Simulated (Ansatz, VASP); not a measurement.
# Cs: VASP beside Ansatz

INCAR

```
PREC = Accurate
ENCUT = 520
EDIFF = 1E-6
ISMEAR = -1
SIGMA = 0.08
LREAL = F
LASPH = T
NELM = 80
ALGO = Normal
ISIF = 2
LWAVE = F
LCHARG = F
GGA = CA
NBANDS = 16
```

The input KPOINTS:

```
regular mesh
0
Gamma
  7 7 7
```

POSCAR

```
Cs
1.0
    0.0000000000      4.0504655462      4.0504655462
    4.0504655462      0.0000000000      4.0504655462
    4.0504655462      4.0504655462      0.0000000000
Cs
2
Direct
   -0.1250000000     -0.1250000000     -0.1250000000
    0.1250000000      0.1250000000      0.1250000000
```

Input for Ansatz:

```yaml
crystal:
  lattice:
    - [0.0, 4.0504655462, 4.0504655462]
    - [4.0504655462, 0.0, 4.0504655462]
    - [4.0504655462, 4.0504655462, 0.0]
  atoms:
    - { symbol: Cs, position: [-0.125, -0.125, -0.125] }
    - { symbol: Cs, position: [0.125, 0.125, 0.125] }
kpoints:
  mp_grid: { grid: [7, 7, 7] }
scf:
  occupations: { method: fermi_dirac, width: 0.08 }
hamiltonian:
  xc: lda
  pseudopotentials: { kind: all_electron, datasets: crystal }
output:
  forces: true
  stress: true
  eigenvalues: true
```

Change from the starting cell: volume scaled by 0.43, crystal datasets.

Alike in both runs: task single point; functional LDA; k mesh 7 × 7 × 7; occupations fermi-dirac, width 0.08 eV; no spin polarisation.

|  | VASP | Ansatz |
| --- | --- | --- |
| version | VASP 6.6.1 | Ansatz 0.2.0 |
| potentials or method | VASP PAW LDA potentials, release 64 (Cs_sv), cutoff 520 eV | all-electron PAW with datasets made for the crystal, scalar-relativistic |

|  | VASP | Ansatz | Ansatz less VASP |
| --- | --- | --- | --- |
| pressure (GPa) | 1.6 | 1.6 | -0.03 |

LDA's correlation is that of Perdew and Zunger in VASP and of Perdew and Wang (1992) in Ansatz. Ansatz ran all-electron here, and VASP with PAW potentials.

Spin-orbit coupling is off throughout.
